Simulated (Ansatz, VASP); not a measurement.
# Ge2F3: VASP beside Ansatz

```xyz
5
Lattice="4.4032 0.0000 0.0000 0.0000 4.4032 0.0000 0.0000 0.0000 4.4032" Properties=species:S:1:pos:R:3 pbc="T T T"
Ge    0.0000    0.0000    0.0000
Ge    2.2016    2.2016    2.2016
F     0.0000    2.2016    2.2016
F     2.2016    0.0000    2.2016
F     2.2016    2.2016    0.0000
```

Alike in both runs: task relaxation of cell and atoms; functional PBE; k mesh 8 × 8 × 8; occupations gaussian, width 0.1 eV; no spin polarisation.

|  | VASP | Ansatz |
| --- | --- | --- |
| version | VASP 6.6.1 | Ansatz 0.2.0 |
| potentials or method | VASP PAW PBE potentials, release 64 (Ge_d, F), cutoff 600 eV | scalar-relativistic, plane waves, PAW |
| valence electrons in the cell | 49 | 49 |

```tsv
	VASP	Ansatz	Ansatz less VASP
gap on the k mesh at the Fermi level, each at its own relaxed structure (eV)	none	none	-
relaxed volume (Å³/atom)	17.04	17.09	+0.046
relaxed cell length with the largest relative difference (Å)	4.400	4.404	+0.0040
```

A gap of «none» marks a metal or a gap that the smearing closes.
